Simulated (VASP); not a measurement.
# H4C in VASP: a series of runs

Runs on H4C. Level: LDA. Tasks: single point, relaxation of the atoms.

All numbers are computed with VASP 6.6.1; they aren't measurements. Logs are shortened: lines on timing, memory, paths and dates and some standing lists are left out, and cuts for length are marked.

## Step 1: The cell of the first run

The cell holds an amorphous packing of atoms, 40 atoms: a = 7.388 Å, b = 7.388 Å, c = 7.388 Å, α = 90.00°, β = 90.00°, γ = 90.00°.

## Step 2: Single point, LDA

The input, INCAR:

```
SYSTEM = H4C
ALGO = Normal
EDIFF = 1E-6
ENCUT = 520
ISIF = 2
ISMEAR = -1
LASPH = .TRUE.
LCHARG = .FALSE.
LREAL = Auto
LWAVE = .FALSE.
NBANDS = 58
NELM = 100
PREC = Accurate
SIGMA = 0.02
```

The input, KPOINTS:

```
k-points
0
G
  1 1 1
  0 0 0
```

The input, POSCAR:

```
H4C
1.0
    7.3876590000      0.0000000000      0.0000000000
    0.0000000000      7.3876590000      0.0000000000
    0.0000000000      0.0000000000      7.3876590000
C H
8 32
Direct
    0.4436311874      0.6511701783      0.3886112945
    0.7211532676      0.2482954391      0.2557347747
    0.3538851896      0.2271705584      0.9152137439
    0.1834946485      0.7869043731      0.9233952344
    0.8988898129      0.4720782182      0.7367948211
    0.1940335615      0.2298248896      0.3893378009
    0.9309936269      0.7614175268      0.3325882638
    0.6435928673      0.0003963107      0.6547415880
    0.5321735361      0.6951918054      0.4995448967
    0.3648965945      0.5323854219      0.4311033112
    0.5271242571      0.6155596418      0.2707460937
    0.3503372097      0.7616818024      0.3528388280
    0.6996525486      0.1112013156      0.2022935919
    0.7977007678      0.2389686022      0.3830563452
    0.5898871876      0.3136446204      0.2808591892
    0.7986888717      0.3291909330      0.1573139551
    0.4302094410      0.1559855363      1.0210668198
    0.3331956845      0.1352247813      0.8007802705
    0.4305719374      0.3466395108      0.8708533286
    0.2221247934      0.2695044754      0.9699480577
    0.3240001672      0.8166356276      0.8842391958
    0.1396447730      0.8849047757      1.0262429003
    0.1741977772      0.6492031492      0.9781527618
    0.0957605519      0.7972130822      0.8035848570
    0.8249545883      0.6007925422      0.7475810852
    1.0174056899      0.4905439150      0.6483480204
    0.8100060513      0.3668331131      0.6788195795
    0.9447413035      0.4300974565      0.8724311632
    0.2736542028      0.1979644435      0.5111495741
    0.1207184759      0.1091755342      0.3429163164
    0.2842528595      0.2762991324      0.2806662952
    0.0959154673      0.3369293245      0.4215568089
    1.0081288400      0.8660774453      0.4047884920
    0.8483374796      0.6851922169      0.4296160511
    1.0254056563      0.6698959850      0.2634681079
    0.8424839643      0.8263191248      0.2323405188
    0.5531378066      0.0136985580      0.5371659653
    0.7765680533     -0.0462958677      0.6079044767
    0.5862273004     -0.0980100903      0.7509071294
    0.6561048003      0.1320325915      0.7232811923
```

Potentials or basis: VASP PAW LDA potentials, release 64 (C, H).

Started as:

```
$ cat potpaw_LDA.64/C/POTCAR potpaw_LDA.64/H/POTCAR > POTCAR
$ mpirun -np 1 vasp_gam > vasp.out
```

OUTCAR:

```text
SYSTEM = H4C
   EDIFF = 1E-6
   ENCUT = 520
   ISIF = 2
   ISMEAR = -1
   LASPH = .TRUE.
   LREAL = Auto
   NELM = 100
   PREC = Accurate

 ion  position               nearest neighbor table
   1  0.444  0.651  0.389-   9 1.10  10 1.10  11 1.10  12 1.10
   2  0.721  0.248  0.256-  13 1.10  15 1.10  14 1.10  16 1.10
   3  0.354  0.227  0.915-  18 1.10  17 1.10  19 1.10  20 1.10
   4  0.183  0.787  0.923-  23 1.10  22 1.10  24 1.10  21 1.10
   5  0.899  0.472  0.737-  25 1.10  26 1.10  28 1.10  27 1.10
   6  0.194  0.230  0.389-  30 1.10  31 1.10  32 1.10  29 1.10
   7  0.931  0.761  0.333-  34 1.10  35 1.10  36 1.10  33 1.10
   8  0.644  0.000  0.655-  38 1.10  40 1.10  37 1.10  39 1.10
   9  0.532  0.695  0.500-   1 1.10
  10  0.365  0.532  0.431-   1 1.10
  11  0.527  0.616  0.271-   1 1.10
  12  0.350  0.762  0.353-   1 1.10
  13  0.700  0.111  0.202-   2 1.10
  14  0.798  0.239  0.383-   2 1.10
[... 24 lines left out ...]
  39  0.586  0.902  0.751-   8 1.10
  40  0.656  0.132  0.723-   8 1.10

  LATTYP: Found a simple cubic cell.
 ALAT       =     7.3876590000

  Lattice vectors:

 A1 = (   7.3876590000,   0.0000000000,   0.0000000000)
 A2 = (   0.0000000000,   7.3876590000,   0.0000000000)
 A3 = (   0.0000000000,   0.0000000000,   7.3876590000)

Analysis of symmetry for initial positions (statically):
=====================================================================
 Subroutine PRICEL returns:
 Original cell was already a primitive cell.

 Routine SETGRP: Setting up the symmetry group for a
 simple cubic supercell.

 Subroutine GETGRP returns: Found  1 space group operations
 (whereof  1 operations were pure point group operations)
 out of a pool of 48 trial point group operations.

The static configuration has the point symmetry C_1 .

Analysis of symmetry for dynamics (positions and initial velocities):
=====================================================================
 Subroutine PRICEL returns:
 Original cell was already a primitive cell.

 Routine SETGRP: Setting up the symmetry group for a
 simple cubic supercell.

 Subroutine GETGRP returns: Found  1 space group operations
 (whereof  1 operations were pure point group operations)
 out of a pool of 48 trial point group operations.

The dynamic configuration has the point symmetry C_1 .

 Subroutine INISYM returns: Found  1 space group operations
 (whereof  1 operations are pure point group operations),
 and found     1 'primitive' translations

----------------------------------------------------------------------------------------

                                     Primitive cell

  volume of cell :     403.2000

  direct lattice vectors                    reciprocal lattice vectors
     7.387659000  0.000000000  0.000000000     0.135360877  0.000000000  0.000000000
     0.000000000  7.387659000  0.000000000     0.000000000  0.135360877  0.000000000
     0.000000000  0.000000000  7.387659000     0.000000000  0.000000000  0.135360877

  length of vectors
     7.387659000  7.387659000  7.387659000     0.135360877  0.135360877  0.135360877

  position of ions in fractional coordinates (direct lattice)
     0.443631187  0.651170178  0.388611295
     0.721153268  0.248295439  0.255734775
     0.353885190  0.227170558  0.915213744
     0.183494649  0.786904373  0.923395234
     0.898889813  0.472078218  0.736794821
     0.194033561  0.229824890  0.389337801
[... 32 lines left out ...]
     0.586227300  0.901989910  0.750907129
     0.656104800  0.132032591  0.723281192

  ion indices of the primitive-cell ions
   primitive index   ion index
                 1           1
                 2           2
                 3           3
                 4           4
                 5           5
                 6           6
[... 32 lines left out ...]
                39          39
                40          40

----------------------------------------------------------------------------------------

 KPOINTS: k-points

Automatic generation of k-mesh.
 Grid dimensions read from file:
 generate k-points for:    1    1    1

 Generating k-lattice:

  Cartesian coordinates                     Fractional coordinates (reciprocal lattice)
     0.135360877  0.000000000  0.000000000     1.000000000  0.000000000  0.000000000
     0.000000000  0.135360877  0.000000000     0.000000000  1.000000000  0.000000000
     0.000000000  0.000000000  0.135360877     0.000000000  0.000000000  1.000000000

  Length of vectors
     0.135360877  0.135360877  0.135360877

  Shift w.r.t. Gamma in fractional coordinates (k-lattice)
     0.000000000  0.000000000  0.000000000

 Subroutine IBZKPT returns following result:
 ===========================================

 Found      1 irreducible k-points:

 Following reciprocal coordinates:
            Coordinates               Weight
  0.000000  0.000000  0.000000      1.000000
   k-points           NKPTS =      1   k-points in BZ     NKDIM =      1   number of bands    NBANDS=     58
   number of dos      NEDOS =    301   number of ions     NIONS =     40
   total plane-waves  NPLWV = 175616
   dimension x,y,z NGX =    56 NGY =   56 NGZ =   56
   dimension x,y,z NGXF=   112 NGYF=  112 NGZF=  112
   ions per type =               8  32
   NGX,Y,Z   is equivalent  to a cutoff of  12.60, 12.60, 12.60 a.u.
   NGXF,Y,Z  is equivalent  to a cutoff of  25.20, 25.20, 25.20 a.u.
 SYSTEM =  H4C
   PREC   = accura    normal or accurate (medium, high low for compatibility)
   ISTART =      0    job   : 0-new  1-cont  2-samecut
   ICHARG =      2    charge: 1-file 2-atom 10-const
   ISPIN  =      1    spin polarized calculation?
   LNONCOLLINEAR =      F non collinear calculations
   LSORBIT =      F    spin-orbit coupling
   LASPH  =      T    aspherical Exc in radial PAW
   ENCUT  =  520.0 eV  38.22 Ry    6.18 a.u.  13.74 13.74 13.74*2*pi/ulx,y,z
   NELM   =    100;   NELMIN=  2; NELMDL= -5     # of ELM steps
   EDIFF  = 0.1E-05   stopping-criterion for ELM
   LREAL  =      T    real-space projection
   EDIFFG = 0.1E-04   stopping-criterion for IOM
   NSW    =      0    number of steps for IOM
   IBRION =     -1    ionic relax: 0-MD 1-quasi-New 2-CG
   NFREE  =      0    steps in history (QN), initial steepest desc. (CG)
   ISIF   =      2    stress and relaxation
   ISYM   =      2    0-nonsym 1-usesym 2-fastsym
   POTIM  = 0.5000    time-step for ionic-motion
   TEBEG  =    0.0;   TEEND  =   0.0 temperature during run
   PSTRESS=    0.0 pullay stress
   NELECT =      64.0000    total number of electrons
   NUPDOWN=      -1.0000    fix difference up-down
   EMIN   =  10.00;   EMAX   =-10.00  energy-range for DOS
   EFERMI =   0.00;   METHOD = LEGACY
   ISMEAR =    -1;   SIGMA  =   0.02  broadening in eV -4-tet -1-fermi 0-gaus
   EFERMI_NEDOS =   21; number of points for ismear=-14 and -15
   IALGO  =     38    algorithm
   IMIX   =      4    mixing-type and parameters
     AMIX     =   0.40;   BMIX     =  1.00
     AMIX_MAG =   1.60;   BMIX_MAG =  1.00
  volume/ion in A,a.u.               =      10.08        68.02
  Fermi-wavevector in a.u.,A,eV,Ry     =   0.886396  1.675046 10.690078  0.785699
  Thomas-Fermi vector in A             =   2.007557
   LORBIT       =      0    0 simple, 1 ext, 2 COOP (PROOUT), +10 PAW based schemes
   GGA     = CA    functional components
   LHFCALC =     F    Hartree Fock is set to
   AEXX    =    0.0000 exact exchange contribution
   IVDW    =     0    specifies the selected vdW correction
   LEPSILON=     F    determine dielectric tensor
   LRPA    =     F    only Hartree local field effects (RPA)
 non-spin polarized calculation
  energy-cutoff  :      520.00
  volume of cell :      403.20
 maximum number of plane-waves:      5414
 NGX is ok and might be reduce to    54
   NGX = 27   NGY = 27   NGZ = 27

 number of electron      64.0000000 magnetization

 Free energy of the ion-electron system (eV)
  ---------------------------------------------------
  ext. energy  EPLUGINS =         0.00000000
  ---------------------------------------------------
  free energy    TOTEN  =      -199.29658712 eV

  energy without entropy =     -199.29658712  energy(sigma->0) =     -199.29658712

 E-fermi :  -5.5200     XC(G=0):  -6.7921

 val. band max:       -6.0465788711   @ k =   0.0000   0.0000   0.0000
 cond. band min:       0.8425132427   @ k =   0.0000   0.0000   0.0000
 fundamental gap:      6.8890921138
 Fermi energy:        -5.5199696470

 k-point     1 :       0.0000    0.0000    0.0000
  band No.  band energies     occupation
      1     -14.8808      2.00000
      2     -14.4186      2.00000
      3     -14.3969      2.00000
      4     -14.3489      2.00000
      5     -14.2794      2.00000
      6     -14.1843      2.00000
[... 36 lines left out ...]
     43       4.2783      0.00000
     44       4.4982      0.00000
 [bands above 44 left out]

------------------------ aborting loop because EDIFF is reached ----------------------------------------

  FORCE on cell =-STRESS in cart. coord.  units (eV):
  Direction    XX          YY          ZZ          XY          YZ          ZX
  --------------------------------------------------------------------------------------
  -------------------------------------------------------------------------------------
  Total        0.1243904     -0.6362350     -0.8336034      0.1681211      0.2367773     -0.2602272
  in kB        0.4942846     -2.5281780     -3.3124516      0.6680550      0.9408711     -1.0340531
  external PRESSURE =      -1.7821150 kB  Pullay stress =       0.0000000 kB

 VOLUME and BASIS-vectors are now :
 -----------------------------------------------------------------------------
  energy-cutoff  :      520.00
  volume of cell :      403.20
      direct lattice vectors                 reciprocal lattice vectors
     7.387659000  0.000000000  0.000000000     0.135360877  0.000000000  0.000000000
     0.000000000  7.387659000  0.000000000     0.000000000  0.135360877  0.000000000
     0.000000000  0.000000000  7.387659000     0.000000000  0.000000000  0.135360877

 POSITION                                       TOTAL-FORCE (eV/Angst)
 -----------------------------------------------------------------------------------
      3.27740      4.81062      2.87093        -0.038998     -0.003282     -0.008574
      5.32763      1.83432      1.88928         0.020153      0.084637     -0.008744
      2.61438      1.67826      6.76129         0.020074      0.029512      0.025838
      1.35560      5.81338      6.82173         0.005710      0.044352     -0.027191
      6.64069      3.48755      5.44319        -0.018346     -0.106380      0.000482
      1.43345      1.69787      2.87629         0.012544      0.022241      0.021731
[... 32 lines left out ...]
      4.33085      6.66359      5.54745        -0.004279     -0.010623     -0.023973
      4.84708      0.97541      5.34335         0.025001     -0.025998     -0.016761
 -----------------------------------------------------------------------------------
    total drift:                               -0.008845      0.000381      0.015315

  FREE ENERGIE OF THE ION-ELECTRON SYSTEM (eV)
  ---------------------------------------------------
  free  energy   TOTEN  =      -199.2965871191 eV

  energy  without entropy=     -199.2965871191  energy(sigma->0) =     -199.29658712
```

Wall time 35 s (1 thread of Intel Xeon Platinum 8488C (Sapphire Rapids), shared host); peak memory 0.28 GiB.

What came out:

| Item | Value |
| --- | --- |
| Free energy | -199.2966 eV |
| Pressure | -0.2 GPa |
| Largest force | 0.115 eV/Å |
| Band gap on the k mesh | 6.89 eV |

Forces in eV/Å, atoms in the order of the input:
```
C   -0.039 -0.003 -0.009
C    0.020  0.085 -0.009
C    0.020  0.030  0.026
C    0.006  0.044 -0.027
C   -0.018 -0.106  0.000
C    0.013  0.022  0.022
C   -0.001 -0.029 -0.009
C   -0.080  0.038  0.058
H    0.012 -0.005  0.032
H   -0.008 -0.006  0.013
H    0.000 -0.002 -0.016
H    0.016 -0.003 -0.005
H   -0.014 -0.039 -0.043
H   -0.018  0.004 -0.001
H    0.034 -0.009 -0.020
H   -0.033 -0.040  0.010
H    0.045 -0.007  0.018
H    0.007 -0.025 -0.046
H    0.016  0.027 -0.025
H   -0.052  0.034  0.005
H    0.032 -0.008 -0.009
H   -0.009  0.022  0.026
H    0.007 -0.057  0.031
H   -0.015  0.018 -0.009
H   -0.019  0.026  0.003
H   -0.018  0.009  0.060
H    0.065  0.088  0.037
H   -0.016  0.007 -0.072
H   -0.026 -0.008 -0.045
H   -0.019 -0.042  0.015
H   -0.019  0.000  0.020
H    0.006 -0.005  0.011
H    0.025  0.030  0.031
H   -0.025 -0.026  0.031
H    0.026 -0.028 -0.028
H   -0.030  0.021 -0.027
H   -0.012  0.008  0.020
H    0.098 -0.028 -0.029
H   -0.004 -0.011 -0.024
H    0.025 -0.026 -0.017
```

Levels at points of the mesh, in eV from the valence-band top:
| k point | band 30 | band 31 | band 32 | band 33 | band 34 | band 35 |
| --- | --- | --- | --- | --- | --- | --- |
| (0.00, 0.00, 0.00) | -0.11 | -0.09 | 0.00 | 6.89 | 8.75 | 9.06 |

Caveat: the k points lie up to 0.85 Å⁻¹ apart.

(Part 1 of 3 ends here.)
